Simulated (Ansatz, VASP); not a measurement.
YNbGe: VASP beside Ansatz

File POSCAR:

```
YNbGe
1.0
    4.1064357700      0.0000000000      0.0000000000
    2.0532173800     -5.2922166700      0.0000000000
    0.0000000000      0.0000000000     -5.8443506800
Y Ge Nb
2 2 2
Direct
    0.3099000000      0.3802000000      0.7500000000
    0.6901000000      0.6198000000      0.2500000000
    0.6058000000      0.7884000000      0.7500000000
    0.3942000000      0.2116000000      0.2500000000
    0.0000000000      0.0000000000      0.0000000000
    0.0000000000      0.0000000000      0.5000000000
```

Contents of INCAR.step1:

```
SYSTEM = YNbGe
PREC = Accurate ; ENCUT = 520
ISMEAR = -1 ; SIGMA = 0.1
LREAL = .False. ; LASPH = .True.
NELM = 60 ; NBANDS = 47
GGA = PE ; ALGO = Normal
EDIFF = 1E-4 ; LWAVE = .True.
LCHARG = .False.
```

The input INCAR.step2:

```
SYSTEM = YNbGe
PREC = Accurate ; ENCUT = 520
EDIFF = 1E-6 ; ISMEAR = -1
SIGMA = 0.1 ; LREAL = .False.
LASPH = .True. ; NELM = 60
ALGO = Normal ; ISIF = 2
LWAVE = .False. ; LCHARG = .False.
METAGGA = R2SCAN ; LMIXTAU = .True.
NBANDS = 47 ; ISTART = 1
```

File KPOINTS:

```
Automatic mesh
0
Gamma
  5 5 3
  0 0 0
```

Input for Ansatz:

```yaml
crystal:
  lattice:
    - [4.10643577, 0.0, 0.0]
    - [2.05321738, -5.29221667, 0.0]
    - [0.0, 0.0, -5.84435068]
  atoms:
    - { symbol: "Y", position: [0.3099, 0.3802, 0.75] }
    - { symbol: "Y", position: [0.6901, 0.6198, 0.25] }
    - { symbol: Ge, position: [0.6058, 0.7884, 0.75] }
    - { symbol: Ge, position: [0.3942, 0.2116, 0.25] }
    - { symbol: Nb, position: [0.0, 0.0, 0.0] }
    - { symbol: Nb, position: [0.0, 0.0, 0.5] }
  symmetry: { tolerance: 0.0003 }
kpoints:
  mp_grid: { grid: [5, 5, 3], shift: [0, 0, 0] }
magnetization:
  spin_polarized: false
scf:
  occupations: { method: fermi_dirac }
hamiltonian:
  pseudopotentials: { kind: paw }
  xc: r2scan
basis:
  ecutwfc: 500
output:
  forces: true
  stress: true
  eigenvalues: true
```

Alike in both runs: task single point; functional r2SCAN; k mesh 5 × 5 × 3; no spin polarisation.

```csv
,VASP,Ansatz
version,VASP 6.6.1,Ansatz 0.2.0
potentials or method,"VASP PAW PBE potentials, release 64 (Y_sv, Ge_d, Nb_sv), cutoff 520 eV",PAW plane waves
occupations,"fermi-dirac, width 0.1 eV",fermi-dirac
valence electrons in the cell,76,76
```

Ansatz gave:

| Item | Value |
| --- | --- |
| gap on the k mesh at the Fermi level (eV) | none |
| pressure (GPa) | -0.1 |
| traceless stress, the component that is largest in VASP (GPa) | 3.89 |
| rms of the force components (eV/Å) | 0.152 |

**Question.** What did VASP give for the same quantities?

**Answer.** gap on the k mesh at the Fermi level (eV): none; pressure (GPa): -0.2; traceless stress, the component that is largest in VASP (GPa): 3.91; rms of the force components (eV/Å): 0.155.

VASP's potentials were made for PBE, not for r2SCAN. Atom by atom the forces differ by 0.003 eV/Å (rms over components). A gap of «none» marks a metal or a gap that the smearing closes. Ansatz's warnings: structure snapped to symmetry.
